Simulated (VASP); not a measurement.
P: single point with PBE

P:

```
P
1.0
     0.00000    1.42779    1.42779
     1.42779    0.00000    1.42779
     1.42779    1.42779    0.00000
P
1
Direct
  0.00000 0.00000 0.00000
```

This isn't the form of P at room conditions, which is orthorhombic.

| Item | Value |
| --- | --- |
| Program | VASP 6.6.1 |
| Task | single point |
| Functional | PBE |
| Potentials or basis | VASP PAW PBE potentials, release 64 (P) |
| Cutoff | 520 eV |
| k mesh | 18 × 18 × 18 |
| Occupations | fermi-dirac, width 0.1 eV |
| Spin | no spin polarisation |

```yaml
Pressure: 494.3 GPa
Band_gap_on_the_k_mesh: zero (an odd number of electrons rules out a gap without spin polarisation)
```

Levels at points of the mesh, in eV from the Fermi level:
```tsv
k point	band 1	band 2	band 3	band 4	band 5
(0.00, 0.00, 0.00)	-29.79	13.72	13.72	13.72	20.19
(0.50, 0.00, 0.00)	-18.18	-16.22	11.62	11.62	14.53
(0.50, 0.50, 0.00)	-14.82	-11.30	-0.59	2.42	2.42
```

Run time: 4.5 s on 1 thread of AMD EPYC 9R45 96-Core Processor (Zen 5) (shared host), peak memory 0.08 GiB.

Caveat: the cell stands under pressure.
